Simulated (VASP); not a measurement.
# H in VASP: further runs

The runs below take H through single point, with PBEsol.

Everything below comes from runs of VASP 6.6.1. Logs are shortened: lines on timing, memory, paths and dates and some standing lists are left out, and cuts for length are marked.

## (1) The cell of the first run

It takes space group I4/mmm (No. 139, tetragonal). The conventional cell has a = 3.376 Å, b = 3.376 Å, c = 3.985 Å, α = 90.00°, β = 90.00°, γ = 90.00°. Within 1.6 Å of H (site symmetry 4mm) lie 1 H at 1.20 Å.

## (2) Single point, PBEsol (strained)

File INCAR:

```
SYSTEM = H
  ALGO = Normal
  EDIFF = 1E-6
  ENCUT = 520
  GGA = PS
  ISIF = 2
  ISMEAR = 0
  LASPH = .TRUE.
  LCHARG = .TRUE.
  LELF = .TRUE.
  LREAL = .FALSE.
  LVHAR = .TRUE.
  LWAVE = .FALSE.
  NBANDS = 8
  NELM = 80
  PREC = Accurate
  SIGMA = 0.02
```

File KPOINTS:

```
k-points
0
G
  10 10 10
  0 0 0
```

File POSCAR:

```
H
1.0
   -1.6881514011      1.6881514011      1.9926028223
    1.6881514011     -1.6881514011      1.9926028223
    1.6881514011      1.6881514011     -1.9926028223
H
2
Direct
    0.8491376947      0.8491376947      0.0000000000
    0.1508623053      0.1508623053      0.0000000000
```

Potentials or basis: VASP PAW PBE potentials, release 64 (H).

On the command line:

```sh
> cat potpaw_PBE.64/H/POTCAR > POTCAR
> mpirun -np 1 vasp_std > vasp.out
```

OUTCAR:

```text
SYSTEM = H
   EDIFF = 1E-6
   ENCUT = 520
   GGA = PS
   ISIF = 2
   ISMEAR = 0
   LASPH = .TRUE.
   LREAL = .FALSE.
   NELM = 80
   PREC = Accurate

 ion  position               nearest neighbor table
   1  0.849  0.849  0.000-
   2  0.151  0.151  0.000-

  LATTYP: Found a body centered tetragonal cell.
 ALAT       =     3.3763028022
 C/A-ratio  =     1.1803460406

  Lattice vectors:

 A1 = (  -1.6881514011,   1.6881514011,   1.9926028223)
 A2 = (   1.6881514011,  -1.6881514011,   1.9926028223)
 A3 = (   1.6881514011,   1.6881514011,  -1.9926028223)

Analysis of symmetry for initial positions (statically):
=====================================================================
 Subroutine PRICEL returns:
 Original cell was already a primitive cell.

 Routine SETGRP: Setting up the symmetry group for a
 body centered tetragonal supercell.

 Subroutine GETGRP returns: Found 16 space group operations
 (whereof 16 operations were pure point group operations)
 out of a pool of 16 trial point group operations.

The static configuration has the point symmetry D_4h.

Analysis of symmetry for dynamics (positions and initial velocities):
=====================================================================
 Subroutine PRICEL returns:
 Original cell was already a primitive cell.

 Routine SETGRP: Setting up the symmetry group for a
 body centered tetragonal supercell.

 Subroutine GETGRP returns: Found 16 space group operations
 (whereof 16 operations were pure point group operations)
 out of a pool of 16 trial point group operations.

The dynamic configuration has the point symmetry D_4h.

 Subroutine INISYM returns: Found 16 space group operations
 (whereof 16 operations are pure point group operations),
 and found     1 'primitive' translations

----------------------------------------------------------------------------------------

                                     Primitive cell

  volume of cell :      22.7145

  direct lattice vectors                    reciprocal lattice vectors
    -1.688151401  1.688151401  1.992602822     0.000000000  0.296181965  0.250928080
     1.688151401 -1.688151401  1.992602822     0.296181965  0.000000000  0.250928080
     1.688151401  1.688151401 -1.992602822     0.296181965  0.296181965  0.000000000

  length of vectors
     3.109690710  3.109690710  3.109690710     0.388186370  0.388186370  0.418864553

  position of ions in fractional coordinates (direct lattice)
     0.849137695  0.849137695  0.000000000
     0.150862305  0.150862305  0.000000000

  ion indices of the primitive-cell ions
   primitive index   ion index
                 1           1
                 2           2

----------------------------------------------------------------------------------------

 KPOINTS: k-points

Automatic generation of k-mesh.
 Grid dimensions read from file:
 generate k-points for:   10   10   10

 Generating k-lattice:

  Cartesian coordinates                     Fractional coordinates (reciprocal lattice)
     0.000000000  0.029618197  0.025092808     0.100000000 -0.000000000  0.000000000
     0.029618197  0.000000000  0.025092808    -0.000000000  0.100000000  0.000000000
     0.029618197  0.029618197  0.000000000     0.000000000  0.000000000  0.100000000

  Length of vectors
     0.038818637  0.038818637  0.041886455

  Shift w.r.t. Gamma in fractional coordinates (k-lattice)
     0.000000000  0.000000000  0.000000000

 Subroutine IBZKPT returns following result:
 ===========================================

 Found    102 irreducible k-points:

 Following reciprocal coordinates:
            Coordinates               Weight
  0.000000  0.000000  0.000000      1.000000
  0.100000  0.000000 -0.000000      8.000000
  0.200000  0.000000 -0.000000      8.000000
  0.300000  0.000000  0.000000      8.000000
  0.400000  0.000000  0.000000      8.000000
  0.500000  0.000000  0.000000      4.000000
[... 16 lines left out ...]
  0.300000  0.300000 -0.000000      8.000000
  0.400000  0.300000  0.000000     16.000000
 [... further k-points ...]
   k-points           NKPTS =    102   k-points in BZ     NKDIM =    102   number of bands    NBANDS=      8
   number of dos      NEDOS =    301   number of ions     NIONS =      2
   total plane-waves  NPLWV =  13824
   dimension x,y,z NGX =    24 NGY =   24 NGZ =   24
   dimension x,y,z NGXF=    48 NGYF=   48 NGZF=   48
   ions per type =               2
   NGX,Y,Z   is equivalent  to a cutoff of  12.83, 12.83, 12.83 a.u.
   NGXF,Y,Z  is equivalent  to a cutoff of  25.66, 25.66, 25.66 a.u.
 SYSTEM =  H
   PREC   = accura    normal or accurate (medium, high low for compatibility)
   ISTART =      0    job   : 0-new  1-cont  2-samecut
   ICHARG =      2    charge: 1-file 2-atom 10-const
   ISPIN  =      1    spin polarized calculation?
   LNONCOLLINEAR =      F non collinear calculations
   LSORBIT =      F    spin-orbit coupling
   LASPH  =      T    aspherical Exc in radial PAW
   ENCUT  =  520.0 eV  38.22 Ry    6.18 a.u.   5.78  5.78  5.78*2*pi/ulx,y,z
   NELM   =     80;   NELMIN=  2; NELMDL= -5     # of ELM steps
   EDIFF  = 0.1E-05   stopping-criterion for ELM
   LREAL  =      F    real-space projection
   EDIFFG = 0.1E-04   stopping-criterion for IOM
   NSW    =      0    number of steps for IOM
   IBRION =     -1    ionic relax: 0-MD 1-quasi-New 2-CG
   NFREE  =      0    steps in history (QN), initial steepest desc. (CG)
   ISIF   =      2    stress and relaxation
   ISYM   =      2    0-nonsym 1-usesym 2-fastsym
   POTIM  = 0.5000    time-step for ionic-motion
   TEBEG  =    0.0;   TEEND  =   0.0 temperature during run
   PSTRESS=    0.0 pullay stress
   NELECT =       2.0000    total number of electrons
   NUPDOWN=      -1.0000    fix difference up-down
   EMIN   =  10.00;   EMAX   =-10.00  energy-range for DOS
   EFERMI =   0.00;   METHOD = LEGACY
   ISMEAR =     0;   SIGMA  =   0.02  broadening in eV -4-tet -1-fermi 0-gaus
   EFERMI_NEDOS =   21; number of points for ismear=-14 and -15
   IALGO  =     38    algorithm
   IMIX   =      4    mixing-type and parameters
     AMIX     =   0.40;   BMIX     =  1.00
     AMIX_MAG =   1.60;   BMIX_MAG =  1.00
  volume/ion in A,a.u.               =      11.36        76.64
  Fermi-wavevector in a.u.,A,eV,Ry     =   0.728311  1.376309  7.217036  0.530437
  Thomas-Fermi vector in A             =   1.819753
   LORBIT       =      0    0 simple, 1 ext, 2 COOP (PROOUT), +10 PAW based schemes
   GGA     = PS    functional components
   LHFCALC =     F    Hartree Fock is set to
   AEXX    =    0.0000 exact exchange contribution
   IVDW    =     0    specifies the selected vdW correction
   LEPSILON=     F    determine dielectric tensor
   LRPA    =     F    only Hartree local field effects (RPA)
 non-spin polarized calculation
 Gauss-broadening in eV      SIGMA  =   0.02
  energy-cutoff  :      520.00
  volume of cell :       22.71
 maximum number of plane-waves:       626
   NGX = 11   NGY = 11   NGZ = 11

 number of electron       2.0000000 magnetization

 Free energy of the ion-electron system (eV)
  ---------------------------------------------------
  ext. energy  EPLUGINS =         0.00000000
  ---------------------------------------------------
  free energy    TOTEN  =        -5.06796020 eV

  energy without entropy =       -5.06796020  energy(sigma->0) =       -5.06796020

 E-fermi :  -5.0029     XC(G=0):  -6.2763

 val. band max:       -5.1231672330   @ k =   0.5000   0.5000   0.5000
 cond. band min:      -1.5063029687   @ k =   0.5000   0.0000   0.0000
 fundamental gap:      3.6168642644
 Fermi energy:        -5.0028812074

 k-point     1 :       0.0000    0.0000    0.0000
  band No.  band energies     occupation
      1      -9.5244      2.00000
      2       4.5512      0.00000
      3       8.5281      0.00000
      4      16.3957      0.00000
      5      16.3957      0.00000
      6      16.6267      0.00000
      7      16.6267      0.00000
      8      19.0336      0.00000

 k-point     2 :       0.1000    0.0000   -0.0000
  band No.  band energies     occupation
      1      -9.3499      2.00000
      2       3.9473      0.00000
      3       8.6672      0.00000
      4      14.3257      0.00000
      5      14.9260      0.00000
      6      17.6626      0.00000
      7      17.8275      0.00000
      8      17.8742      0.00000

 k-point     3 :       0.2000    0.0000   -0.0000
  band No.  band energies     occupation
      1      -8.8418      2.00000
      2       2.5002      0.00000
      3       8.8445      0.00000
      4      12.1215      0.00000
      5      13.6847      0.00000
      6      16.4926      0.00000
      7      16.7354      0.00000
      8      19.2457      0.00000

 k-point     4 :       0.3000    0.0000    0.0000
  band No.  band energies     occupation
      1      -8.0634      2.00000
      2       0.7493      0.00000
      3       8.8737      0.00000
      4      10.5547      0.00000
      5      12.8284      0.00000
      6      15.2151      0.00000
      7      16.3113      0.00000
      8      20.2076      0.00000

 k-point     5 :       0.4000    0.0000    0.0000
  band No.  band energies     occupation
      1      -7.2023      2.00000
      2      -0.8114      0.00000
      3       8.8166      0.00000
      4       9.6515      0.00000
      5      12.3410      0.00000
      6      14.3885      0.00000
      7      16.5734      0.00000
      8      19.1328      0.00000

 k-point     6 :       0.5000    0.0000    0.0000
  band No.  band energies     occupation
      1      -6.7593      2.00000
      2      -1.5063      0.00000
      3       8.7856      0.00000
      4       9.3545      0.00000
      5      12.1858      0.00000
      6      14.1030      0.00000
      7      17.0992      0.00000
      8      18.1366      0.00000

 k-point     7 :       0.1000    0.1000   -0.0000
  band No.  band energies     occupation
      1      -9.0280      2.00000
      2       2.8631      0.00000
      3       9.3730      0.00000
      4      11.9481      0.00000
      5      14.2330      0.00000
      6      16.6589      0.00000
      7      17.6119      0.00000
      8      18.9674      0.00000

 k-point     8 :       0.2000    0.1000    0.0000
  band No.  band energies     occupation
      1      -8.3966      2.00000
      2       1.4166      0.00000
      3       9.4782      0.00000
      4       9.9019      0.00000
      5      13.5686      0.00000
      6      15.8712      0.00000
      7      18.2366      0.00000
      8      19.2514      0.00000

 k-point     9 :       0.3000    0.1000   -0.0000
  band No.  band energies     occupation
      1      -7.5606      2.00000
      2      -0.0975      0.00000
      3       8.3419      0.00000
      4       9.4025      0.00000
      5      13.0360      0.00000
      6      15.3784      0.00000
      7      18.7978      0.00000
      8      18.8181      0.00000

 k-point    10 :       0.4000    0.1000    0.0000
  band No.  band energies     occupation
      1      -6.8238      2.00000
      2      -1.2085      0.00000
      3       7.5917      0.00000
      4       9.1508      0.00000
      5      12.8184      0.00000
      6      14.8632      0.00000
      7      17.5085      0.00000
      8      19.2044      0.00000
[... 78 lines left out ...]
 k-point    18 :       0.4000    0.2000   -0.0000
  band No.  band energies     occupation
      1      -6.4907      2.00000
      2      -1.0341      0.00000
      3       5.3785      0.00000
      4       8.6617      0.00000
      5      12.5835      0.00000
      6      15.7275      0.00000
      7      18.9651      0.00000
      8      21.8176      0.00000

 k-point    19 :       0.5000    0.2000   -0.0000
  band No.  band energies     occupation
      1      -6.7990      2.00000
      2      -0.3589      0.00000
      3       5.2566      0.00000
      4       8.7512      0.00000
      5      11.8968      0.00000
      6      15.9824      0.00000
      7      19.0252      0.00000
      8      20.9853      0.00000

 k-point    20 :      -0.4000    0.2000    0.0000
  band No.  band energies     occupation
      1      -7.5379      2.00000
      2       1.0578      0.00000
      3       5.4711      0.00000
      4       9.4301      0.00000
      5      11.5967      0.00000
      6      16.7186      0.00000
      7      17.5641      0.00000
      8      19.7856      0.00000

 k-point    21 :      -0.3000    0.2000    0.0000
  band No.  band energies     occupation
      1      -8.2642      2.00000
      2       2.6199      0.00000
      3       5.7341      0.00000
      4      10.9017      0.00000
      5      11.9508      0.00000
      6      15.2230      0.00000
      7      17.8271      0.00000
      8      20.0209      0.00000

 k-point    22 :      -0.2000    0.2000    0.0000
  band No.  band energies     occupation
      1      -8.7687      2.00000
      2       3.5965      0.00000
      3       6.2610      0.00000
      4      12.6544      0.00000
      5      13.4702      0.00000
      6      13.7276      0.00000
      7      18.4989      0.00000
      8      19.4139      0.00000

 k-point    23 :       0.3000    0.3000   -0.0000
  band No.  band energies     occupation
      1      -6.4031      2.00000
      2      -0.7809      0.00000
      3       4.4622      0.00000
      4       8.4850      0.00000
      5      12.4075      0.00000
      6      16.6977      0.00000
      7      20.1954      0.00000
      8      20.3516      0.00000

 k-point    24 :       0.4000    0.3000    0.0000
  band No.  band energies     occupation
      1      -6.3416      2.00000
      2      -0.2780      0.00000
      3       3.6103      0.00000
      4       8.3187      0.00000
      5      11.3086      0.00000
      6      17.4356      0.00000
      7      19.8220      0.00000
      8      22.2839      0.00000

 [... further k-points ...]
[... 5 lines left out ...]
  --------------------------------------------------------------------------------------
  -------------------------------------------------------------------------------------
  Total       -0.1176823     -0.1176823     -5.2657757      0.0000000      0.0000000      0.0000000
  in kB       -8.3007681     -8.3007681   -371.4235344      0.0000000      0.0000000      0.0000000
  external PRESSURE =    -129.3416902 kB  Pullay stress =       0.0000000 kB

 VOLUME and BASIS-vectors are now :
 -----------------------------------------------------------------------------
  energy-cutoff  :      520.00
  volume of cell :       22.71
      direct lattice vectors                 reciprocal lattice vectors
    -1.688151401  1.688151401  1.992602822     0.000000000  0.296181965  0.250928080
     1.688151401 -1.688151401  1.992602822     0.296181965  0.000000000  0.250928080
     1.688151401  1.688151401 -1.992602822     0.296181965  0.296181965  0.000000000

 POSITION                                       TOTAL-FORCE (eV/Angst)
 -----------------------------------------------------------------------------------
      0.00000      0.00000      3.38399        -0.000000     -0.000000      4.330399
      0.00000      0.00000      0.60122         0.000000      0.000000     -4.330399
 -----------------------------------------------------------------------------------
    total drift:                                0.000000     -0.000000      0.000000

  FREE ENERGIE OF THE ION-ELECTRON SYSTEM (eV)
  ---------------------------------------------------
  free  energy   TOTEN  =        -5.0679601977 eV

  energy  without entropy=       -5.0679601977  energy(sigma->0) =       -5.06796020
```

Wall time 6.4 s (1 thread of Intel Xeon Platinum 8488C (Sapphire Rapids), shared host); peak memory 0.13 GiB.

Results:

| Quantity | Value |
| --- | --- |
| Free energy | -5.0680 eV |
| Pressure | -12.9 GPa |
| Largest force | 4.330 eV/Å |
| Band gap on the k mesh | 3.62 eV, indirect (least direct gap 4.38 eV) |

Forces on the atoms (eV/Å):
```
H    0.000  0.000  4.330
H    0.000  0.000 -4.330
```

Stress tensor (GPa, compression positive):
```
 -0.83   0.00   0.00
  0.00  -0.83   0.00
  0.00   0.00 -37.14
```

Levels at points of the mesh, in eV from the valence-band top:
| k point | band 1 | band 2 | band 3 | band 4 | band 5 | band 6 |
| --- | --- | --- | --- | --- | --- | --- |
| (0.00, 0.00, 0.00) | -4.40 | 9.67 | 13.65 | 21.52 | 21.52 | 21.75 |
| (0.50, 0.00, 0.00) | -1.64 | 3.62 | 13.91 | 14.48 | 17.31 | 19.23 |
| (0.50, 0.50, 0.00) | -1.54 | 7.04 | 7.39 | 13.75 | 16.28 | 16.63 |
| (0.50, 0.50, 0.50) | 0.00 | 4.38 | 11.02 | 12.56 | 12.56 | 14.82 |

Caveat: the cell differs from its parent crystal (strained); the PAW data sets were made with another functional, which shifts forces and pressure a little. A k mesh can miss the band edges.

## (3) Single point, PBEsol (strained)

File INCAR:

```
PREC = Accurate
ENCUT = 520
EDIFF = 1E-6
ISMEAR = 0
SIGMA = 0.02
LREAL = False
LASPH = True
NELM = 80
ALGO = Normal
ISIF = 2
LWAVE = False
LCHARG = False
GGA = PS
NBANDS = 8
```

File KPOINTS:

```
Automatic mesh
0
Gamma
  10 10 10
```

File POSCAR:

```
H
1.0
   -1.7159771431      1.7159771431      2.1499731589
    1.7159771431     -1.7159771431      2.1499731589
    1.7159771431      1.7159771431     -2.1499731589
H
2
Direct
    0.9244361929      0.9244361929      0.0000000000
    0.0755638071      0.0755638071      0.0000000000
```

Potentials or basis: VASP PAW PBE potentials, release 64 (H).

On the command line:

```sh
> cat potpaw_PBE.64/H/POTCAR > POTCAR
> mpirun -np 1 vasp_std > vasp.out
```

Wall time 17 s (1 thread of Intel Xeon Platinum 8375C at 2.90GHz (Ice Lake), shared host); peak memory 0.13 GiB.

Results (log left out):

```
Free energy            : -6.2728 eV
Pressure               : 7.1 GPa
Largest force          : 5.274 eV/Å
Band gap on the k mesh : 9.95 eV, indirect (least direct gap 10.54 eV)
```

Forces on the atoms (eV/Å):
```
H    0.000  0.000 -5.274
H    0.000  0.000  5.274
```

Stress tensor (GPa, compression positive):
```
-0.11  0.00  0.00
 0.00 -0.11  0.00
 0.00  0.00 21.55
```

Levels at points of the mesh, in eV from the valence-band top:
```
           k point  band 1  band 2  band 3  band 4  band 5
(0.00, 0.00, 0.00)   -1.82   13.29   18.56   23.37   23.37
(0.50, 0.00, 0.00)   -0.59    9.95   17.00   19.58   20.64
(0.50, 0.50, 0.00)   -0.39   11.45   15.31   16.42   18.93
(0.50, 0.50, 0.50)    0.00   11.15   16.09   16.77   16.77
```

Caveat: the cell differs from its parent crystal (strained); the PAW data sets were made with another functional, which shifts forces and pressure a little. A k mesh can miss the band edges.

(Part 1 of 2 ends here.)
